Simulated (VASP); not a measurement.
A run of VASP 6.6.1 is set up as follows.

The input INCAR:

```
ALGO = Normal
EDIFF = 1E-6
ENCUT = 520
GGA = PE
ISIF = 2
ISMEAR = -1
LASPH = T
LCHARG = F
LREAL = F
LWAVE = F
NBANDS = 21
NELM = 80
PREC = Accurate
SIGMA = 0.1
```

The input KPOINTS:

```
k-points
0
Gamma
  14 14 14
```

POSCAR

```
Sn
1.0
    0.0000000000      3.4570587389      3.4570587389
    3.4570587389      0.0000000000      3.4570587389
    3.4570587389      3.4570587389      0.0000000000
Sn
2
Direct
    0.5000000000      0.5000000000      0.5000000000
    0.7500000000      0.7500000000      0.7500000000
```

Potentials or basis: VASP PAW PBE potentials, release 64 (Sn_d).

Run with:

```sh
$ cat potpaw_PBE.64/Sn_d/POTCAR > POTCAR
$ mpirun -np 1 vasp_std > vasp.out
```

**Question.** Estimate the band gap on the k mesh.

**Answer.** Zero (bands 14 and 15 overlap by 0.40 eV).

**Question.** What does it give for the pressure?

**Answer.** -3.1 GPa.

Caveat: the cell stands under tension; spin-orbit coupling is left out, which moves the levels of the heavy elements.
